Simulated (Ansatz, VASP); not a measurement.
One calculation of CuRu, two programs

```
Cu Ru
1.0
     2.92647    0.00000    0.00000
     0.00000    2.92647    0.00000
     0.00000    0.00000    2.92647
Cu Ru
1 1
Direct
  0.00000 0.00000 0.00000
  0.50000 0.50000 0.50000
```

Alike in both runs: functional r2SCAN; k mesh 18 × 18 × 18; occupations gaussian, width 0.1 eV; no spin polarisation.

Ansatz relaxed the structure, and its values are those at the end. VASP's run is a single point on that final structure, the one shown.

|  | VASP | Ansatz |
| --- | --- | --- |
| version | VASP 6.6.1 | Ansatz 0.2.0 |
| potentials or method | VASP PAW PBE potentials, release 64 (Cu, Ru_pv), cutoff 520 eV | scalar-relativistic, plane waves, PAW |
| valence electrons in the cell | 25 | 35 |

|  | VASP | Ansatz | Ansatz less VASP |
| --- | --- | --- | --- |
| gap on the k mesh at the Fermi level (eV) | none | none | - |
| pressure (GPa) | 0.9 | 0.0 | -0.95 |

VASP's potentials were made for PBE, not for r2SCAN. A gap of «none» marks a metal or a gap that the smearing closes. VASP's potentials hold 25 valence electrons a cell and Ansatz's 35, so a difference there can come from the potentials and not from the codes.
